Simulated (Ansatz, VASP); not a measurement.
**AgRuS2: VASP beside Ansatz**

```xyz
4
Lattice="3.9600 0.0000 0.0000 0.0000 3.9600 0.0000 0.0000 0.0000 5.6003" Properties=species:S:1:pos:R:3 pbc="T T T"
Ag    1.9800    1.9800    2.8001
Ru    0.0000    0.0000    0.0000
S     1.9800    0.0000    1.4001
S     0.0000    1.9800    4.2002
```

Alike in both runs: task relaxation of cell and atoms; functional PBE; k mesh 4 × 4 × 4; occupations gaussian, width 0.1 eV; collinear spin.

|  | VASP | Ansatz |
| --- | --- | --- |
| version | VASP 6.6.1 | Ansatz 0.2.0 |
| potentials or method | VASP PAW PBE potentials, release 64 (Ag, Ru_pv, S), cutoff 600 eV | scalar-relativistic, plane waves, PAW |
| valence electrons in the cell | 37 | 47 |

Ansatz gave:

- gap on the k mesh at the Fermi level, each at its own relaxed structure (eV): none
- net moment per atom (μB): 0.00
- relaxed volume (Å³/atom): 20.83
- relaxed cell length with the largest relative difference (Å): 5.660

Task: Estimate VASP's values.

Result: gap on the k mesh at the Fermi level, each at its own relaxed structure (eV): none; net moment per atom (μB): 0.00; relaxed volume (Å³/atom): 20.81; relaxed cell length with the largest relative difference (Å): 5.630.

A gap of «none» marks a metal or a gap that the smearing closes. VASP's potentials hold 37 valence electrons a cell and Ansatz's 47, so a difference there can come from the potentials and not from the codes. Ansatz's warnings: seeded moment not kept.

The k mesh is coarse, so the values compare programs but aren't converged.
